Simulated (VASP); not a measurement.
# PtPb (P6_3/mmc) in VASP: a series of runs

The runs below take PtPb through single point, with LDA.

Everything below comes from runs of VASP 6.6.1. Logs are shortened: lines on timing, memory, paths and dates and some standing lists are left out, and cuts for length are marked.

### Step 1. The cell of the first run

It takes space group P6_3/mmc (No. 194, hexagonal). Conventional cell: a = 4.264 Å, b = 4.264 Å, c = 5.474 Å, α = 90.00°, β = 90.00°, γ = 120.00°. Pt (site symmetry -6m2) has 6 Pb at 2.82 Å and 6 Pt at 3.68 Å within 3.7 Å. Within 3.6 Å of Pb (site symmetry -3m) lie 2 Pb at 2.74 Å and 6 Pt at 2.82 Å.

### Step 2. Single point, LDA (21.55 Å³/atom)

File INCAR:

```
SYSTEM = PtPb
PREC = Accurate
ENCUT = 520
EDIFF = 1E-6
ISMEAR = -1
SIGMA = 0.05
LREAL = .FALSE.
LASPH = .TRUE.
NELM = 60
ALGO = Normal
ISIF = 2
LWAVE = .FALSE.
LCHARG = .FALSE.
NBANDS = 32
```

File KPOINTS:

```
Automatic mesh
0
G
  10 10 7
  0 0 0
```

File POSCAR:

```
PtPb
1.0
    4.2641205887      0.0000000000      0.0000000000
   -2.1320602944      3.6928367546      0.0000000000
    0.0000000000      0.0000000000      5.4741263790
Pt Pb
2 2
Direct
    0.3333333333      0.6666666667      0.2500000000
    0.6666666667      0.3333333333      0.7500000000
    0.0000000000      0.0000000000      0.0000000000
    0.0000000000      0.0000000000      0.5000000000
```

Potentials or basis: VASP PAW LDA potentials, release 64 (Pt, Pb_d).

Started as:

```console
cat potpaw_LDA.64/Pt/POTCAR potpaw_LDA.64/Pb_d/POTCAR > POTCAR
mpirun -np 1 vasp_std > vasp.out
```

OUTCAR:

```text
SYSTEM = PtPb
   PREC = Accurate
   ENCUT = 520
   EDIFF = 1E-6
   ISMEAR = -1
   LREAL = .FALSE.
   LASPH = .TRUE.
   NELM = 60
   ISIF = 2

 ion  position               nearest neighbor table
   1  0.333  0.667  0.250-   3 2.82   4 2.82   3 2.82   4 2.82   3 2.82   4 2.82
   2  0.667  0.333  0.750-   3 2.82   4 2.82   3 2.82   4 2.82   3 2.82   4 2.82
   3  0.000  0.000  0.000-   4 2.74   4 2.74   1 2.82   2 2.82   2 2.82   1 2.82   2 2.82   1 2.82

   4  0.000  0.000  0.500-   3 2.74   3 2.74   1 2.82   2 2.82   2 2.82   1 2.82   2 2.82   1 2.82

  LATTYP: Found a hexagonal cell.
 ALAT       =     4.2641205887
 C/A-ratio  =     1.2837644398

  Lattice vectors:

 A1 = (   4.2641205887,   0.0000000000,   0.0000000000)
 A2 = (  -2.1320602944,   3.6928367546,   0.0000000000)
 A3 = (   0.0000000000,   0.0000000000,   5.4741263790)

Analysis of symmetry for initial positions (statically):
=====================================================================
 Subroutine PRICEL returns:
 Original cell was already a primitive cell.

 Routine SETGRP: Setting up the symmetry group for a
 hexagonal supercell.

 Subroutine GETGRP returns: Found 24 space group operations
 (whereof 12 operations were pure point group operations)
 out of a pool of 24 trial point group operations.

The static configuration has the point symmetry D_3d.
 The point group associated with its full space group is D_6h.

Analysis of symmetry for dynamics (positions and initial velocities):
=====================================================================
 Subroutine PRICEL returns:
 Original cell was already a primitive cell.

 Routine SETGRP: Setting up the symmetry group for a
 hexagonal supercell.

 Subroutine GETGRP returns: Found 24 space group operations
 (whereof 12 operations were pure point group operations)
 out of a pool of 24 trial point group operations.

The dynamic configuration has the point symmetry D_3d.
 The point group associated with its full space group is D_6h.

 Subroutine INISYM returns: Found 24 space group operations
 (whereof 12 operations are pure point group operations),
 and found     1 'primitive' translations

----------------------------------------------------------------------------------------

                                     Primitive cell

  volume of cell :      86.1994

  direct lattice vectors                    reciprocal lattice vectors
     4.264120589  0.000000000  0.000000000     0.234514944  0.135397266  0.000000000
    -2.132060294  3.692836755  0.000000000     0.000000000  0.270794532  0.000000000
     0.000000000  0.000000000  5.474126379     0.000000000  0.000000000  0.182677551

  length of vectors
     4.264120589  4.264120589  5.474126379     0.270794532  0.270794532  0.182677551

  position of ions in fractional coordinates (direct lattice)
     0.333333333  0.666666667  0.250000000
     0.666666667  0.333333333  0.750000000
     0.000000000  0.000000000  0.000000000
     0.000000000  0.000000000  0.500000000

  ion indices of the primitive-cell ions
   primitive index   ion index
                 1           1
                 2           2
                 3           3
                 4           4

----------------------------------------------------------------------------------------

 KPOINTS: Automatic mesh

Automatic generation of k-mesh.
 Grid dimensions read from file:
 generate k-points for:   10   10    7

 Generating k-lattice:

  Cartesian coordinates                     Fractional coordinates (reciprocal lattice)
     0.023451494  0.013539727  0.000000000     0.100000000  0.000000000  0.000000000
     0.000000000  0.027079453  0.000000000     0.000000000  0.100000000  0.000000000
     0.000000000  0.000000000  0.026096793     0.000000000  0.000000000  0.142857143

  Length of vectors
     0.027079453  0.027079453  0.026096793

  Shift w.r.t. Gamma in fractional coordinates (k-lattice)
     0.000000000  0.000000000  0.000000000

 Subroutine IBZKPT returns following result:
 ===========================================

 Found     56 irreducible k-points:

 Following reciprocal coordinates:
            Coordinates               Weight
  0.000000  0.000000  0.000000      1.000000
  0.100000  0.000000  0.000000      6.000000
  0.200000  0.000000  0.000000      6.000000
  0.300000  0.000000  0.000000      6.000000
  0.400000  0.000000  0.000000      6.000000
  0.500000  0.000000  0.000000      3.000000
[... 16 lines left out ...]
  0.300000  0.100000  0.142857     24.000000
  0.400000  0.100000  0.142857     24.000000
 [... further k-points ...]
   k-points           NKPTS =     56   k-points in BZ     NKDIM =     56   number of bands    NBANDS=     32
   number of dos      NEDOS =    301   number of ions     NIONS =      4
   total plane-waves  NPLWV =  43008
   dimension x,y,z NGX =    32 NGY =   32 NGZ =   42
   dimension x,y,z NGXF=    64 NGYF=   64 NGZF=   84
   ions per type =               2   2
   NGX,Y,Z   is equivalent  to a cutoff of  12.48, 12.48, 12.76 a.u.
   NGXF,Y,Z  is equivalent  to a cutoff of  24.95, 24.95, 25.51 a.u.
 SYSTEM =  PtPb
   PREC   = accura    normal or accurate (medium, high low for compatibility)
   ISTART =      0    job   : 0-new  1-cont  2-samecut
   ICHARG =      2    charge: 1-file 2-atom 10-const
   ISPIN  =      1    spin polarized calculation?
   LNONCOLLINEAR =      F non collinear calculations
   LSORBIT =      F    spin-orbit coupling
   LASPH  =      T    aspherical Exc in radial PAW
   ENCUT  =  520.0 eV  38.22 Ry    6.18 a.u.   7.93  7.93 10.18*2*pi/ulx,y,z
   NELM   =     60;   NELMIN=  2; NELMDL= -5     # of ELM steps
   EDIFF  = 0.1E-05   stopping-criterion for ELM
   LREAL  =      F    real-space projection
[... 7 lines left out ...]
   TEBEG  =    0.0;   TEEND  =   0.0 temperature during run
   PSTRESS=    0.0 pullay stress
   NELECT =      48.0000    total number of electrons
   NUPDOWN=      -1.0000    fix difference up-down
   EMIN   =  10.00;   EMAX   =-10.00  energy-range for DOS
   EFERMI =   0.00;   METHOD = LEGACY
   ISMEAR =    -1;   SIGMA  =   0.05  broadening in eV -4-tet -1-fermi 0-gaus
   EFERMI_NEDOS =   21; number of points for ismear=-14 and -15
   IALGO  =     38    algorithm
   IMIX   =      4    mixing-type and parameters
     AMIX     =   0.40;   BMIX     =  1.00
     AMIX_MAG =   1.60;   BMIX_MAG =  1.00
  volume/ion in A,a.u.               =      21.55       145.43
  Fermi-wavevector in a.u.,A,eV,Ry     =   1.346854  2.545185 24.681173  1.814015
  Thomas-Fermi vector in A             =   2.474652
   LORBIT       =      0    0 simple, 1 ext, 2 COOP (PROOUT), +10 PAW based schemes
   GGA     = CA    functional components
   LHFCALC =     F    Hartree Fock is set to
   AEXX    =    0.0000 exact exchange contribution
   IVDW    =     0    specifies the selected vdW correction
   LEPSILON=     F    determine dielectric tensor
   LRPA    =     F    only Hartree local field effects (RPA)
 non-spin polarized calculation
  energy-cutoff  :      520.00
  volume of cell :       86.20
 maximum number of plane-waves:      2341
 NGX is ok and might be reduce to    32
   NGX = 15   NGY = 15   NGZ = 21

 number of electron      47.9999992 magnetization

 Free energy of the ion-electron system (eV)
  ---------------------------------------------------
  ext. energy  EPLUGINS =         0.00000000
  ---------------------------------------------------
  free energy    TOTEN  =       -21.71545843 eV

  energy without entropy =      -21.69460451  energy(sigma->0) =      -21.70503147

 E-fermi :   8.5788     XC(G=0): -11.7507

 val. band max:        8.5703338866   @ k =   0.3000   0.1000   0.1429
 cond. band min:       8.5941160183   @ k =   0.2000   0.1000   0.4286
 fundamental gap:      0.0237821317
 Fermi energy:         8.5787664023

 k-point     1 :       0.0000    0.0000    0.0000
  band No.  band energies     occupation
      1      -9.6888      2.00000
      2      -8.9478      2.00000
      3      -8.9478      2.00000
      4      -8.4093      2.00000
      5      -8.4093      2.00000
      6      -8.3636      2.00000
[... 24 lines left out ...]
     31      14.4737      0.00000
     32      15.9897      0.00000

 k-point     2 :       0.1000    0.0000    0.0000
  band No.  band energies     occupation
      1      -9.6877      2.00000
      2      -8.9513      2.00000
      3      -8.9465      2.00000
      4      -8.4131      2.00000
      5      -8.4059      2.00000
      6      -8.3589      2.00000
[... 24 lines left out ...]
     31      15.2160      0.00000
     32      17.1103      0.00000

 k-point     3 :       0.2000    0.0000    0.0000
  band No.  band energies     occupation
      1      -9.6848      2.00000
      2      -8.9604      2.00000
      3      -8.9429      2.00000
      4      -8.4232      2.00000
      5      -8.3969      2.00000
      6      -8.3465      2.00000
[... 24 lines left out ...]
     31      16.0526      0.00000
     32      16.5345      0.00000

 k-point     4 :       0.3000    0.0000    0.0000
  band No.  band energies     occupation
      1      -9.6813      2.00000
      2      -8.9717      2.00000
      3      -8.9385      2.00000
      4      -8.4358      2.00000
      5      -8.3856      2.00000
      6      -8.3314      2.00000
[... 24 lines left out ...]
     31      16.0633      0.00000
     32      16.1143      0.00000

 k-point     5 :       0.4000    0.0000    0.0000
  band No.  band energies     occupation
      1      -9.6784      2.00000
      2      -8.9807      2.00000
      3      -8.9350      2.00000
      4      -8.4460      2.00000
      5      -8.3765      2.00000
      6      -8.3194      2.00000
[... 584 lines left out ...]
     31      15.9919      0.00000
     32      16.7778      0.00000

 k-point    22 :       0.2000    0.1000    0.1429
  band No.  band energies     occupation
      1      -9.5917      2.00000
      2      -8.9296      2.00000
      3      -8.9059      2.00000
      4      -8.4233      2.00000
      5      -8.3878      2.00000
      6      -8.3447      2.00000
[... 24 lines left out ...]
     31      16.1069      0.00000
     32      16.7060      0.00000

 k-point    23 :       0.3000    0.1000    0.1429
  band No.  band energies     occupation
      1      -9.5884      2.00000
      2      -8.9382      2.00000
      3      -8.9033      2.00000
      4      -8.4318      2.00000
      5      -8.3791      2.00000
      6      -8.3320      2.00000
[... 24 lines left out ...]
     31      16.0766      0.00000
     32      17.2959      0.00000

 k-point    24 :       0.4000    0.1000    0.1429
  band No.  band energies     occupation
      1      -9.5863      2.00000
      2      -8.9435      2.00000
      3      -8.9018      2.00000
      4      -8.4372      2.00000
      5      -8.3736      2.00000
      6      -8.3242      2.00000
[... 24 lines left out ...]
     31      15.9253      0.00000
     32      18.3690      0.00000

 [... further k-points ...]

------------------------ aborting loop because EDIFF is reached ----------------------------------------

  FORCE on cell =-STRESS in cart. coord.  units (eV):
  Direction    XX          YY          ZZ          XY          YZ          ZX
  --------------------------------------------------------------------------------------
  -------------------------------------------------------------------------------------
  Total       -1.6258460     -1.6258460     12.2218089      0.0000000      0.0000000      0.0000000
  in kB      -30.2193816    -30.2193816    227.1651284      0.0000000      0.0000000      0.0000000
  external PRESSURE =      55.5754550 kB  Pullay stress =       0.0000000 kB

 VOLUME and BASIS-vectors are now :
 -----------------------------------------------------------------------------
  energy-cutoff  :      520.00
  volume of cell :       86.20
      direct lattice vectors                 reciprocal lattice vectors
     4.264120589  0.000000000  0.000000000     0.234514944  0.135397266  0.000000000
    -2.132060294  3.692836755  0.000000000     0.000000000  0.270794532  0.000000000
     0.000000000  0.000000000  5.474126379     0.000000000  0.000000000  0.182677551

 POSITION                                       TOTAL-FORCE (eV/Angst)
 -----------------------------------------------------------------------------------
     -0.00000      2.46189      1.36853        -0.000000      0.000000      0.000000
      2.13206      1.23095      4.10559         0.000000     -0.000000      0.000000
      0.00000      0.00000      0.00000         0.000000      0.000000      0.000000
      0.00000      0.00000      2.73706         0.000000      0.000000      0.000000
 -----------------------------------------------------------------------------------
    total drift:                               -0.000000      0.000000      0.000000

  FREE ENERGIE OF THE ION-ELECTRON SYSTEM (eV)
  ---------------------------------------------------
  free  energy   TOTEN  =       -21.7154584285 eV

  energy  without entropy=      -21.6946045089  energy(sigma->0) =      -21.70503147
```

Run time: 38 s. Hardware: 1 thread of Intel Xeon 6975P-C (Granite Rapids), shared host; peak memory 0.25 GiB.

Results:

| Quantity | Value |
| --- | --- |
| Free energy | -21.7155 eV |
| Pressure | 5.6 GPa |
| Band gap on the k mesh | zero (bands 24 and 25 overlap by 2.81 eV) |

Stress tensor (GPa, compression positive):
```
-3.02  0.00  0.00
 0.00 -3.02  0.00
 0.00  0.00 22.72
```

Levels at points of the mesh, in eV from the Fermi level:
```csv
k point,band 21,band 22,band 23,band 24,band 25,band 26,band 27,band 28
"(0.00, 0.00, 0.00)",-2.60,-2.29,-1.34,1.94,3.27,3.27,5.30,5.54
"(0.50, 0.00, 0.00)",-2.01,-1.77,-0.90,-0.82,-0.19,0.77,0.78,5.52
```

Caveat: the cell stands under pressure; spin-orbit coupling is left out, which moves the levels of the heavy elements.

### Step 3. Single point, LDA (22.19 Å³/atom)

This run uses another cell than the first one, of 22.19 Å³/atom.

File INCAR:

```
SYSTEM = PtPb
  ALGO = Normal
  EDIFF = 1E-6
  ENCUT = 520
  ISIF = 2
  ISMEAR = -1
  LASPH = .TRUE.
  LCHARG = .FALSE.
  LREAL = .FALSE.
  LWAVE = .FALSE.
  NBANDS = 32
  NELM = 100
  PREC = Accurate
  SIGMA = 0.05
```

File KPOINTS:

```
k-points
0
G
  10 10 7
  0 0 0
```

File POSCAR:

```
PtPb
1.0
    4.3059283585      0.0000000000      0.0000000000
   -2.1529641793      3.7290433454      0.0000000000
    0.0000000000      0.0000000000      5.5277977072
Pt Pb
2 2
Direct
    0.3333333333      0.6666666667      0.2500000000
    0.6666666667      0.3333333333      0.7500000000
    0.0000000000      0.0000000000      0.0000000000
    0.0000000000      0.0000000000      0.5000000000
```

Potentials or basis: VASP PAW LDA potentials, release 64 (Pt, Pb_d).

Started as:

```console
cat potpaw_LDA.64/Pt/POTCAR potpaw_LDA.64/Pb_d/POTCAR > POTCAR
mpirun -np 1 vasp_std > vasp.out
```

It took 37 s on 1 thread of Intel Xeon 6975P-C (Granite Rapids), shared host; peak memory 0.26 GiB.

It converged, with:

```
Free energy            : -21.7775 eV
Pressure               : 2.1 GPa
Band gap on the k mesh : zero (bands 24 and 25 overlap by 2.66 eV)
```

Stress tensor (GPa, compression positive):
```
-5.92  0.00  0.00
 0.00 -5.92  0.00
 0.00  0.00 18.13
```

Levels at points of the mesh, in eV from the Fermi level:
```csv
k point,band 21,band 22,band 23,band 24,band 25,band 26,band 27,band 28
"(0.00, 0.00, 0.00)",-2.49,-2.18,-1.27,1.83,3.20,3.20,5.18,5.49
"(0.50, 0.00, 0.00)",-1.92,-1.69,-0.80,-0.76,-0.26,0.71,0.82,5.44
```

Caveat: spin-orbit coupling is left out, which moves the levels of the heavy elements.
